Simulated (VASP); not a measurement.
# Hf (Fm-3m) in VASP: a series of runs, part 2 of 2

VASP 6.6.1. Earlier steps stand in the parts before.

## Step 3: Relaxation of cell and atoms, LDA

This run uses another cell than the first one, of 22.38 Å³/atom, 0.964 times its volume.

INCAR

```
SYSTEM = Hf
  PREC = Accurate
  ENCUT = 600
  EDIFF = 1E-7
  ISMEAR = -1
  SIGMA = 0.1
  LREAL = .FALSE.
  LASPH = .TRUE.
  NELM = 100
  ALGO = Normal
  ISIF = 3
  LWAVE = .FALSE.
  LCHARG = .FALSE.
  IBRION = 2
  NSW = 80
  EDIFFG = -0.01
```

KPOINTS

```
Automatic mesh
0
G
  12 12 12
  0 0 0
```

POSCAR

```
Hf
1.0
    0.0000000000      2.2367213568      2.2367213568
    2.2367213568      0.0000000000      2.2367213568
    2.2367213568      2.2367213568      0.0000000000
Hf
1
Direct
    0.0000000000      0.0000000000      0.0000000000
```

Potentials or basis: VASP PAW LDA potentials, release 64 (Hf_pv).

Command:

```console
cat potpaw_LDA.64/Hf_pv/POTCAR > POTCAR
mpirun -np 1 vasp_std > vasp.out
```

OUTCAR:

```text
SYSTEM = Hf
   PREC = Accurate
   ENCUT = 600
   EDIFF = 1E-7
   ISMEAR = -1
   LREAL = .FALSE.
   LASPH = .TRUE.
   NELM = 100
   ISIF = 3
   IBRION = 2
   NSW = 80
   EDIFFG = -0.01

 ion  position               nearest neighbor table
   1  0.000  0.000  0.000-

  LATTYP: Found a face centered cubic cell.
 ALAT       =     4.4734427136

  Lattice vectors:

 A1 = (   0.0000000000,   2.2367213568,   2.2367213568)
 A2 = (   2.2367213568,   0.0000000000,   2.2367213568)
 A3 = (   2.2367213568,   2.2367213568,   0.0000000000)

Analysis of symmetry for initial positions (statically):
[... 6 lines left out ...]

 Subroutine GETGRP returns: Found 48 space group operations
 (whereof 48 operations were pure point group operations)
 out of a pool of 48 trial point group operations.

The static configuration has the point symmetry O_h .

Analysis of symmetry for dynamics (positions and initial velocities):
[... 6 lines left out ...]

 Subroutine GETGRP returns: Found 48 space group operations
 (whereof 48 operations were pure point group operations)
 out of a pool of 48 trial point group operations.

The dynamic configuration has the point symmetry O_h .

 Subroutine INISYM returns: Found 48 space group operations
 (whereof 48 operations are pure point group operations),
 and found     1 'primitive' translations

----------------------------------------------------------------------------------------

                                     Primitive cell

  volume of cell :      22.3803

  direct lattice vectors                    reciprocal lattice vectors
     0.000000000  2.236721357  2.236721357    -0.223541479  0.223541479  0.223541479
     2.236721357  0.000000000  2.236721357     0.223541479 -0.223541479  0.223541479
     2.236721357  2.236721357  0.000000000     0.223541479  0.223541479 -0.223541479

  length of vectors
[... 106 lines left out ...]
   LHFCALC =     F    Hartree Fock is set to
   AEXX    =    0.0000 exact exchange contribution
   IVDW    =     0    specifies the selected vdW correction
   LEPSILON=     F    determine dielectric tensor
   LRPA    =     F    only Hartree local field effects (RPA)
 conjugate gradient relaxation of ions
 non-spin polarized calculation
  energy-cutoff  :      600.00
  volume of cell :       22.38
 maximum number of plane-waves:       760
 NGX is ok and might be reduce to    28
   NGX = 13   NGY = 13   NGZ = 13

--------------------------------------- Ionic step        1  -------------------------------------------

 number of electron      10.0000001 magnetization

 Free energy of the ion-electron system (eV)
  ---------------------------------------------------
  ext. energy  EPLUGINS =         0.00000000
  ---------------------------------------------------
  free energy    TOTEN  =       -10.61432187 eV

  energy without entropy =      -10.56507624  energy(sigma->0) =      -10.58969906

------------------------ aborting loop because EDIFF is reached ----------------------------------------

  FORCE on cell =-STRESS in cart. coord.  units (eV):
  Direction    XX          YY          ZZ          XY          YZ          ZX
  --------------------------------------------------------------------------------------
  -------------------------------------------------------------------------------------
  Total       -1.0715119     -1.0715119     -1.0715119      0.0000000     -0.0000000      0.0000000
  in kB      -76.7082243    -76.7082243    -76.7082243      0.0000000     -0.0000000      0.0000000
  external PRESSURE =     -76.7082243 kB  Pullay stress =       0.0000000 kB
[... 92 lines left out ...]
--------------------------------------- Ionic step        4  -------------------------------------------

 number of electron      10.0000000 magnetization

 Free energy of the ion-electron system (eV)
  ---------------------------------------------------
  ext. energy  EPLUGINS =         0.00000000
  ---------------------------------------------------
  free energy    TOTEN  =       -10.65602178 eV

  energy without entropy =      -10.61359149  energy(sigma->0) =      -10.63480664

 E-fermi :   5.1826     XC(G=0): -11.8240

 val. band max:        5.1706895485   @ k =   0.2500   0.1667   0.0833
 cond. band min:       5.1923388237   @ k =  -0.3333   0.3333   0.1667
 fundamental gap:      0.0216492752
 Fermi energy:         5.1825765469

 k-point     1 :       0.0000    0.0000    0.0000
  band No.  band energies     occupation
      1     -24.4122      2.00000
      2     -24.4122      2.00000
      3     -24.4122      2.00000
      4      -2.2296      2.00000
      5       6.5242      0.00000
      6       6.5242      0.00000
      7       6.5242      0.00000
      8       9.5618      0.00000
      9       9.5618      0.00000
[... 265 lines left out ...]
 k-point    24 :      -0.4167    0.1667    0.0000
  band No.  band energies     occupation
      1     -25.3841      2.00000
      2     -24.7520      2.00000
      3     -24.5921      2.00000
      4       2.2211      2.00000
      5       4.7785      1.96543
      6       5.9480      0.00095
      7       7.0606      0.00000
      8      11.2948      0.00000
      9      12.8724      0.00000

 [... further k-points ...]
[... 5 lines left out ...]
  --------------------------------------------------------------------------------------
  -------------------------------------------------------------------------------------
  Total        0.0036004      0.0036004      0.0036004      0.0000000     -0.0000000      0.0000000
  in kB        0.2783624      0.2783624      0.2783624      0.0000000     -0.0000000      0.0000000
  external PRESSURE =       0.2783624 kB  Pullay stress =       0.0000000 kB
[... 16 lines left out ...]
  FREE ENERGIE OF THE ION-ELECTRON SYSTEM (eV)
  ---------------------------------------------------
  free  energy   TOTEN  =       -10.6560217818 eV

  energy  without entropy=      -10.6135914906  energy(sigma->0) =      -10.63480664

 reached required accuracy - stopping structural energy minimisation
```

Wall time 44 s (1 thread of AMD EPYC 7R43 (Zen 3), shared host); peak memory 0.12 GiB.

Results:

```
Free energy                            : -10.6560 eV
Relaxed volume                         : 20.72 Å³/atom
Relaxed cell                           : a = 3.083 Å, b = 3.083 Å, c = 3.083 Å, α = 60.00°, β = 60.00°, γ = 60.00°
Space group after relaxing (to 0.05 Å) : Fm-3m (No. 225)
Energy gained by relaxing              : 41.7 meV/atom
Ionic steps                            : 4
Pressure after relaxing                : 0.0 GPa
Band gap on the k mesh                 : zero (band 5 reaches 6.52 eV, above the bottom of band 6 at 4.77 eV)
```

The path:
```csv
step,energy change (eV),largest force (eV/Å),pressure (GPa),volume (Å³)
1,0.0000,0.0000,-7.67,22.38
2,0.0105,0.0000,10.84,19.09
3,-0.0417,0.0000,-0.14,20.75
4,-0.0417,0.0000,0.03,20.72
```

Final structure:
```xyz
1
Lattice="0.0000 2.1801 2.1801 2.1801 0.0000 2.1801 2.1801 2.1801 0.0000" Properties=species:S:1:pos:R:3 pbc="T T T"
Hf    0.0000    0.0000    0.0000
```

Levels at points of the mesh, in eV from the Fermi level:
```csv
k point,band 2,band 3,band 4,band 5,band 6,band 7,band 8,band 9
"(0.00, 0.00, 0.00)",-29.59,-29.59,-7.41,1.34,1.34,1.34,4.38,4.38
"(0.50, 0.00, 0.00)",-29.74,-29.74,-3.87,1.00,1.09,1.09,6.75,6.75
"(0.50, 0.50, 0.00)",-29.98,-29.98,-3.60,-2.46,3.09,6.75,7.46,7.46
```

Caveat: spin-orbit coupling is left out, which moves the levels of the heavy elements.

## Step 4: Single point, LDA

This run uses another cell than the first one, of 20.73 Å³/atom, 0.893 times its volume.

INCAR

```
SYSTEM = Hf
PREC = Accurate ; ENCUT = 520
EDIFF = 1E-6 ; ISMEAR = -1
SIGMA = 0.1 ; LREAL = .FALSE.
LASPH = .TRUE. ; NELM = 60
ALGO = Normal ; ISIF = 2
LWAVE = .FALSE. ; LCHARG = .FALSE.
GGA = CA ; NBANDS = 11
```

KPOINTS

```
Automatic mesh
0
G
  20 20 20
  0 0 0
```

POSCAR

```
Hf
1.0
    0.0000000000      2.1802972769      2.1802972769
    2.1802972769      0.0000000000      2.1802972769
    2.1802972769      2.1802972769      0.0000000000
Hf
1
Direct
    0.0000000000      0.0000000000      0.0000000000
```

Command:

```console
cat potpaw_LDA.64/Hf_pv/POTCAR > POTCAR
mpirun -np 1 vasp_std > vasp.out
```

Wall time 44 s (1 thread of AMD EPYC 7R43 (Zen 3), shared host); peak memory 0.14 GiB.

Results (log left out):

```yaml
Free_energy: -10.6548 eV
Pressure: 0.2 GPa
Band_gap_on_the_k_mesh: zero (band 5 reaches 6.52 eV, above the bottom of band 6 at 4.55 eV)
```

Levels at points of the mesh, in eV from the Fermi level:
| k point | band 2 | band 3 | band 4 | band 5 | band 6 | band 7 | band 8 | band 9 |
| --- | --- | --- | --- | --- | --- | --- | --- | --- |
| (0.00, 0.00, 0.00) | -29.59 | -29.59 | -7.41 | 1.35 | 1.35 | 1.35 | 4.38 | 4.38 |
| (0.50, 0.00, 0.00) | -29.73 | -29.73 | -3.87 | 1.00 | 1.09 | 1.09 | 6.75 | 6.75 |
| (0.50, 0.50, 0.00) | -29.98 | -29.98 | -3.60 | -2.46 | 3.09 | 6.75 | 7.47 | 7.47 |

Caveat: spin-orbit coupling is left out, which moves the levels of the heavy elements.

## Step 5: Summary

| task | cell | k mesh | cutoff (eV) | gap on the mesh (eV) | pressure (GPa) |
| --- | --- | --- | --- | --- | --- |
| single point | a = 3.202 Å, angles 60.0°, 1 atom | 14 × 14 × 14 | 520 | none | -10.6 |
| relaxation of cell and atoms | relaxed from a = 3.163 Å, angles 60.0°, 1 atom | 12 × 12 × 12 | 600 | none | 0.0 |
| single point | a = 3.083 Å, angles 60.0°, 1 atom | 20 × 20 × 20 | 520 | none | 0.2 |

Alike in all rows: level LDA; potentials or basis VASP PAW LDA potentials, release 64 (Hf_pv); no spin polarisation; smearing fermi-dirac 0.1 eV.

Caveats: spin-orbit coupling is left out, which moves the levels of the heavy elements.

Absolute energies hang on the potentials; compare differences alone.
